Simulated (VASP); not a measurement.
# NbTe (P-6m2) in VASP: further runs, part 2 of 2

VASP 6.6.1.

### 3 Single point, r2SCAN

File POSCAR:

```
NbTe
1.0
    3.7029743866      0.0000000000      0.0000000000
   -1.8514871933      3.2068698884      0.0000000000
    0.0000000000      0.0000000000      3.6942110000
Nb Te
1 1
Direct
    0.0000000000      0.0000000000      0.5000000000
    0.6666666667      0.3333333333      0.0000000000
```

File INCAR.step1:

```
  PREC = Accurate
  ENCUT = 550
  ISMEAR = 0
  SIGMA = 0.1
  LREAL = False
  LASPH = True
  NELM = 120
  NBANDS = 16
  GGA = PE
  ALGO = Normal
  EDIFF = 1E-5
  LWAVE = True
  LCHARG = False
  GGA_COMPAT = False
```

File INCAR.step2:

```
  PREC = Accurate
  ENCUT = 550
  EDIFF = 1E-6
  ISMEAR = 0
  SIGMA = 0.1
  LREAL = False
  LASPH = True
  NELM = 120
  ALGO = Normal
  ISIF = 2
  LWAVE = False
  LCHARG = False
  METAGGA = R2SCAN
  LMIXTAU = True
  NBANDS = 16
  ISTART = 1
  GGA_COMPAT = False
```

File KPOINTS:

```
regular mesh
0
Gamma
  2 2 2
```

Potentials or basis: VASP PAW PBE potentials, release 64 (Nb_sv, Te).

Run with:

```bash
cat potpaw_PBE.64/Nb_sv/POTCAR potpaw_PBE.64/Te/POTCAR > POTCAR
cp INCAR.step1 INCAR
mpirun -np 1 vasp_std > vasp.out
cp INCAR.step2 INCAR
mpirun -np 1 vasp_std > vasp.out
```

OUTCAR:

```text
PREC = Accurate
   ENCUT = 550
   EDIFF = 1E-6
   ISMEAR = 0
   LREAL = False
   LASPH = True
   NELM = 120
   ISIF = 2
   METAGGA = R2SCAN
   ISTART = 1

 ion  position               nearest neighbor table
   1  0.000  0.000  0.500-   2 2.83   2 2.83   2 2.83   2 2.83   2 2.83   2 2.83
   2  0.667  0.333  0.000-   1 2.83   1 2.83   1 2.83   1 2.83   1 2.83   1 2.83

  LATTYP: Found a hexagonal cell.
 ALAT       =     3.7029743866
 C/A-ratio  =     0.9976334196

  Lattice vectors:

 A1 = (   3.7029743866,   0.0000000000,   0.0000000000)
 A2 = (  -1.8514871933,   3.2068698884,   0.0000000000)
 A3 = (   0.0000000000,   0.0000000000,   3.6942110000)

Analysis of symmetry for initial positions (statically):
=====================================================================
 Subroutine PRICEL returns:
 Original cell was already a primitive cell.

 Routine SETGRP: Setting up the symmetry group for a
 hexagonal supercell.

 Subroutine GETGRP returns: Found 12 space group operations
 (whereof 12 operations were pure point group operations)
 out of a pool of 24 trial point group operations.

The static configuration has the point symmetry D_3h.
[... 139 lines left out ...]

 E-fermi :  10.9592     XC(G=0): -11.9623

 val. band max:       10.7805358026   @ k =   0.5000  -0.0000   0.0000
 cond. band min:      11.1275904585   @ k =   0.0000   0.0000   0.0000
 fundamental gap:      0.3470546559
 Fermi energy:        10.9592184373

 k-point     1 :       0.0000    0.0000    0.0000
  band No.  band energies     occupation
      1     -46.5004      2.00000
      2     -21.9423      2.00000
      3     -21.8147      2.00000
      4     -21.8147      2.00000
      5      -3.7230      2.00000
      6       7.7057      2.00000
[... 53 lines left out ...]
      3     -21.9344      2.00000
      4     -21.8332      2.00000
      5      -1.5660      2.00000
      6       4.8357      2.00000
[... 8 lines left out ...]
     15      15.9319      0.00000
     16      17.4572      0.00000

------------------------ aborting loop because EDIFF is reached ----------------------------------------

  FORCE on cell =-STRESS in cart. coord.  units (eV):
  Direction    XX          YY          ZZ          XY          YZ          ZX
  --------------------------------------------------------------------------------------
  -------------------------------------------------------------------------------------
  Total       -0.0135631     -0.0135631      0.9957825      0.0000000      0.0000000      0.0000000
  in kB       -0.4953534     -0.4953534     36.3681590      0.0000000      0.0000000      0.0000000
  external PRESSURE =      11.7924841 kB  Pullay stress =       0.0000000 kB

 VOLUME and BASIS-vectors are now :
 -----------------------------------------------------------------------------
  energy-cutoff  :      550.00
  volume of cell :       43.87
      direct lattice vectors                 reciprocal lattice vectors
     3.702974387  0.000000000  0.000000000     0.270053178  0.155915275  0.000000000
    -1.851487193  3.206869888  0.000000000     0.000000000  0.311830550  0.000000000
     0.000000000  0.000000000  3.694211000     0.000000000  0.000000000  0.270693796

 POSITION                                       TOTAL-FORCE (eV/Angst)
 -----------------------------------------------------------------------------------
      0.00000      0.00000      1.84711        -0.000000      0.000000      0.000000
      1.85149      1.06896      0.00000         0.000000     -0.000000      0.000000
 -----------------------------------------------------------------------------------
    total drift:                               -0.000000      0.000000      0.000000

  FREE ENERGIE OF THE ION-ELECTRON SYSTEM (eV)
  ---------------------------------------------------
  free  energy   TOTEN  =       -50.2476632692 eV

  energy  without entropy=      -50.2459663295  energy(sigma->0) =      -50.24681480
```

Run time: 56 s. Hardware: 1 thread of Intel Xeon 8259CL, shared host; peak memory 0.17 GiB.

Results:

```yaml
Free_energy: -50.2477 eV
Pressure: 1.2 GPa
```

Stress tensor (GPa, compression positive):
```
-0.05  0.00  0.00
 0.00 -0.05  0.00
 0.00  0.00  3.64
```

Levels at points of the mesh, in eV from the Fermi level:
```csv
k point,band 5,band 6,band 7,band 8,band 9,band 10,band 11,band 12,band 13,band 14
"(0.00, 0.00, 0.00)",-14.68,-3.25,-3.25,-2.89,-2.37,0.17,0.17,2.68,2.68,3.48
"(0.50, 0.00, 0.00)",-12.91,-7.39,-3.97,-2.67,-2.57,-0.18,1.40,1.75,3.29,4.31
"(0.00, 0.00, 0.50)",-13.24,-7.77,-2.72,-2.72,-0.93,-0.93,0.91,1.85,1.85,6.03
"(0.50, 0.00, 0.50)",-12.53,-6.12,-6.03,-4.40,-1.39,1.30,1.54,2.09,3.12,4.73
```

Caveat: the k points lie up to 0.98 Å⁻¹ apart; the PAW data sets were made with another functional, which shifts forces and pressure a little; spin-orbit coupling is left out, which moves the levels of the heavy elements.

### 4 Single point, PBE

This run uses another cell than the first one, of 20.57 Å³/atom, 0.938 times its volume.

File INCAR:

```
PREC = Accurate
ENCUT = 500
EDIFF = 1E-6
ISMEAR = 0
SIGMA = 0.1
LREAL = F
LASPH = T
NELM = 120
ALGO = Normal
ISIF = 2
LWAVE = F
LCHARG = F
GGA = PE
NBANDS = 16
GGA_COMPAT = F
```

File KPOINTS:

```
Automatic mesh
0
Gamma
  6 6 4
```

File POSCAR:

```
NbTe
1.0
    3.6248078318      0.0000000000      0.0000000000
   -1.8124039159      3.1391756662      0.0000000000
    0.0000000000      0.0000000000      3.6162294326
Nb Te
1 1
Direct
    0.0000000000      0.0000000000      0.5000000000
    0.6666666667      0.3333333333      0.0000000000
```

Run with:

```bash
cat potpaw_PBE.64/Nb_sv/POTCAR potpaw_PBE.64/Te/POTCAR > POTCAR
mpirun -np 1 vasp_std > vasp.out
```

Run time: 25 s. Hardware: 1 thread of Intel Xeon 8259CL, shared host; peak memory 0.16 GiB.

It converged, with:

```yaml
Free_energy: -13.5869 eV
Pressure: 8.0 GPa
```

Stress tensor (GPa, compression positive):
```
 6.29  0.00  0.00
 0.00  6.29  0.00
 0.00  0.00 11.35
```

Levels at points of the mesh, in eV from the Fermi level:
| k point | band 6 | band 7 | band 8 | band 9 | band 10 | band 11 | band 12 | band 13 | band 14 | band 15 |
| --- | --- | --- | --- | --- | --- | --- | --- | --- | --- | --- |
| (0.00, 0.00, 0.00) | -3.42 | -3.42 | -3.37 | -2.42 | 0.06 | 0.06 | 2.62 | 2.62 | 3.18 | 5.98 |
| (0.50, 0.00, 0.00) | -7.65 | -4.11 | -3.00 | -2.72 | -0.29 | 1.23 | 1.58 | 3.19 | 4.00 | 5.83 |
| (0.00, 0.00, 0.50) | -8.00 | -2.81 | -2.81 | -1.18 | -1.18 | 0.68 | 1.69 | 1.69 | 5.54 | 6.09 |
| (0.50, 0.00, 0.50) | -6.35 | -6.24 | -4.57 | -1.59 | 1.17 | 1.33 | 1.98 | 2.98 | 4.62 | 4.86 |

Caveat: the k points lie up to 0.43 Å⁻¹ apart; spin-orbit coupling is left out, which moves the levels of the heavy elements.

### 5 Single point, PBE

File INCAR:

```
SYSTEM = NbTe
PREC = Accurate
ENCUT = 500
EDIFF = 1E-6
ISMEAR = 0
SIGMA = 0.1
LREAL = .FALSE.
LASPH = .TRUE.
NELM = 120
ALGO = Normal
ISIF = 2
LWAVE = .FALSE.
LCHARG = .FALSE.
GGA = PE
NBANDS = 16
GGA_COMPAT = .FALSE.
```

File KPOINTS:

```
Automatic mesh
0
G
  6 6 4
  0 0 0
```

File POSCAR:

```
NbTe
1.0
    3.7029743866      0.0000000000      0.0000000000
   -1.8514871933      3.2068698884      0.0000000000
    0.0000000000      0.0000000000      3.6942110000
Nb Te
1 1
Direct
    0.9980000000      0.9480000000      1.2600000000
    1.6646666667      1.2813333333      0.7600000000
```

Potentials or basis: VASP PAW PBE potentials, release 64 (Nb_sv, Te).

Run with:

```bash
cat potpaw_PBE.64/Nb_sv/POTCAR potpaw_PBE.64/Te/POTCAR > POTCAR
mpirun -np 1 vasp_std > vasp.out
```

OUTCAR:

```text
SYSTEM = NbTe
   PREC = Accurate
   ENCUT = 500
   EDIFF = 1E-6
   ISMEAR = 0
   LREAL = .FALSE.
   LASPH = .TRUE.
   NELM = 120
   ISIF = 2
   GGA = PE

 ion  position               nearest neighbor table
   1  0.998  0.948  0.260-   2 2.83   2 2.83   2 2.83   2 2.83   2 2.83   2 2.83
   2  0.665  0.281  0.760-   1 2.83   1 2.83   1 2.83   1 2.83   1 2.83   1 2.83

  LATTYP: Found a hexagonal cell.
 ALAT       =     3.7029743866
 C/A-ratio  =     0.9976334196

  Lattice vectors:

 A1 = (   3.7029743866,   0.0000000000,   0.0000000000)
 A2 = (  -1.8514871933,   3.2068698884,   0.0000000000)
 A3 = (   0.0000000000,   0.0000000000,   3.6942110000)

Analysis of symmetry for initial positions (statically):
=====================================================================
 Subroutine PRICEL returns:
 Original cell was already a primitive cell.

 Routine SETGRP: Setting up the symmetry group for a
 hexagonal supercell.

 Subroutine GETGRP returns: Found 12 space group operations
 (whereof  1 operations were pure point group operations)
 out of a pool of 24 trial point group operations.

The static configuration has the point symmetry C_1 .
 The point group associated with its full space group is D_3h.
[... 158 lines left out ...]

 E-fermi :  11.1160     XC(G=0): -11.2754

 val. band max:       11.0890735435   @ k =   0.1667  -0.0000   0.0000
 cond. band min:      11.1673189713   @ k =   0.3333   0.0000   0.2500
 fundamental gap:      0.0782454278
 Fermi energy:        11.1159574336

 k-point     1 :       0.0000    0.0000    0.0000
  band No.  band energies     occupation
      1     -44.5470      2.00000
      2     -20.7169      2.00000
      3     -20.5625      2.00000
      4     -20.5625      2.00000
      5      -3.2080      2.00000
      6       7.8797      2.00000
[... 376 lines left out ...]
      3     -20.6458      2.00000
      4     -20.6270      2.00000
      5      -1.0435      2.00000
      6       4.7945      2.00000
[... 8 lines left out ...]
     15      14.8114      0.00000
     16      19.6794      0.00000

------------------------ aborting loop because EDIFF is reached ----------------------------------------

  FORCE on cell =-STRESS in cart. coord.  units (eV):
  Direction    XX          YY          ZZ          XY          YZ          ZX
  --------------------------------------------------------------------------------------
  -------------------------------------------------------------------------------------
  Total       -0.4301573     -0.4301573      0.1848316      0.0000000      0.0000000      0.0000000
  in kB      -15.7102859    -15.7102859      6.7504539      0.0000000      0.0000000      0.0000000
  external PRESSURE =      -8.2233726 kB  Pullay stress =       0.0000000 kB

 VOLUME and BASIS-vectors are now :
 -----------------------------------------------------------------------------
  energy-cutoff  :      500.00
  volume of cell :       43.87
      direct lattice vectors                 reciprocal lattice vectors
     3.702974387  0.000000000  0.000000000     0.270053178  0.155915275  0.000000000
    -1.851487193  3.206869888  0.000000000     0.000000000  0.311830550  0.000000000
     0.000000000  0.000000000  3.694211000     0.000000000  0.000000000  0.270693796

 POSITION                                       TOTAL-FORCE (eV/Angst)
 -----------------------------------------------------------------------------------
      1.94036      3.04011      0.96049         0.000000      0.000000      0.000000
      1.94036      0.90220      2.80760        -0.000000      0.000000      0.000000
 -----------------------------------------------------------------------------------
    total drift:                                0.000008     -0.000004     -0.000003

  FREE ENERGIE OF THE ION-ELECTRON SYSTEM (eV)
  ---------------------------------------------------
  free  energy   TOTEN  =       -13.6441320932 eV

  energy  without entropy=      -13.6358895747  energy(sigma->0) =      -13.64001083
```

stdout:

```text
POSCAR found type information on POSCAR NbTe
 POSCAR found :  2 types and       2 ions
 scaLAPACK will be used
 LDA part: xc-table for (Slater+PW92), standard interpolation
 POSCAR, INCAR and KPOINTS ok, starting setup
 FFT: planning ... GRIDC
 FFT: planning ... GRID_SOFT
 FFT: planning ... GRID
 WAVECAR not read
 entering main loop
```

Run time: 23 s. Hardware: 1 thread of Intel Xeon 8259CL, shared host; peak memory 0.16 GiB.

Results:

```
Free energy : -13.6441 eV
Pressure    : -0.8 GPa
```

Caveat: the k points lie up to 0.43 Å⁻¹ apart; spin-orbit coupling is left out, which moves the levels of the heavy elements.

### 6 Summary

| level | cell | k mesh | cutoff (eV) | gap on the mesh (eV) | pressure (GPa) |
| --- | --- | --- | --- | --- | --- |
| PBE | a = 3.703, b = 3.703, c = 3.694 Å, angles 90.0, 90.0, 120.0°, 2 atoms | 3 × 3 × 2, shifted | 500 | none | -1.4 |
| r2SCAN | a = 3.703, b = 3.703, c = 3.694 Å, angles 90.0, 90.0, 120.0°, 2 atoms | 2 × 2 × 2 | 550 | none | 1.2 |
| PBE | a = 3.625, b = 3.625, c = 3.616 Å, angles 90.0, 90.0, 120.0°, 2 atoms | 6 × 6 × 4 | 500 | none | 8.0 |
| PBE | a = 3.703, b = 3.703, c = 3.694 Å, angles 90.0, 90.0, 120.0°, 2 atoms | 6 × 6 × 4 | 500 | none | -0.8 |

Alike in all rows: task single point; potentials or basis VASP PAW PBE potentials, release 64 (Nb_sv, Te); no spin polarisation; smearing gaussian 0.1 eV.

Caveats: all runs use coarse meshes; spin-orbit coupling is left out, which moves the levels of the heavy elements; the PAW data sets were made with another functional, which shifts forces and pressure a little (some runs).

Absolute energies hang on the potentials; compare differences alone.
